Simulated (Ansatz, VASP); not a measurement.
# Two plane-wave programs on Si

```
CELL_PARAMETERS angstrom
3.85128 0.00000 0.00000
-1.92564 3.33531 0.00000
0.00000 0.00000 6.36502
ATOMIC_POSITIONS crystal
Si 0.25544 0.66667 0.08650
Si 0.66667 0.33333 0.56293
Si 0.33333 0.66667 0.43707
Si 0.66667 0.33333 0.93707
```

Alike in both runs: task single point; functional PBE; k mesh 12 × 12 × 6; occupations gaussian, width 0.05 eV; no spin polarisation.

|  | VASP | Ansatz |
| --- | --- | --- |
| version | VASP 6.6.1 | Ansatz 0.2.0 |
| potentials or method | VASP PAW PBE potentials, release 64 (Si), cutoff 500 eV | scalar-relativistic, plane waves, PAW |
| valence electrons in the cell | 16 | 16 |

|  | VASP | Ansatz | Ansatz less VASP |
| --- | --- | --- | --- |
| gap on the k mesh at the Fermi level (eV) | none | none | - |
| pressure (GPa) | 1.3 | 1.4 | +0.08 |
| traceless stress, the component that is largest in VASP (GPa) | 4.02 | 4.04 | +0.019 |
| rms of the force components (eV/Å) | 1.303 | 1.305 | +0.0023 |

Atom by atom the forces differ by 0.003 eV/Å (rms over components). A gap of «none» marks a metal or a gap that the smearing closes. The functional is the same, so the differences come from potentials, cutoffs and numerics.
